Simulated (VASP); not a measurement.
Input of a VASP 6.6.1 run:

Contents of INCAR:

```
PREC = Accurate
ENCUT = 520
EDIFF = 1E-7
ISMEAR = -1
SIGMA = 0.05
LREAL = F
LASPH = T
NELM = 150
ALGO = Normal
ISIF = 2
LWAVE = F
LCHARG = T
ISPIN = 2
MAGMOM = 0.8 0.8 0.8 0.8 0.8 0.8 0.8 0.8
LORBIT = 11
LMAXMIX = 4
GGA = B5
ALDAX = 1.0
AGGAX = 1.0
AGGAC = 1.0
ALDAC = 0.0
LELF = T
LVHAR = T
NBANDS = 54
```

The input KPOINTS:

```
regular mesh
0
Gamma
  6 6 6
```

File POSCAR:

```
Ni
1.0
    4.5420070159      0.0000000000      0.0000000000
    0.0000000000      4.5420070159      0.0000000000
    0.0000000000      0.0000000000      4.5420070159
Ni
8
Direct
    1.0000000000      0.0000000000      1.0000000000
    0.5000000000      0.5000000000      0.5000000000
    0.2500000000      1.0000000000      0.5000000000
    0.7500000000      0.0000000000      0.5000000000
    0.5000000000      0.2500000000      1.0000000000
    0.5000000000      0.7500000000      1.0000000000
    0.0000000000      0.5000000000      0.2500000000
    0.0000000000      0.5000000000      0.7500000000
```

Potentials or basis: VASP PAW PBE potentials, release 64 (Ni).

Command:

```console
$ cat potpaw_PBE.64/Ni/POTCAR > POTCAR
$ mpirun -np 1 vasp_std > vasp.out
```

Q: Estimate the net moment.

A: 4.50 μB per cell.

Q: What does it give for the pressure?

A: 0.1 GPa.

Q: What does it give for the site moments?

A: Ni +0.58, +0.57 (each value once) μB.

Caveat: the PAW data sets were made with another functional, which shifts forces and pressure a little.
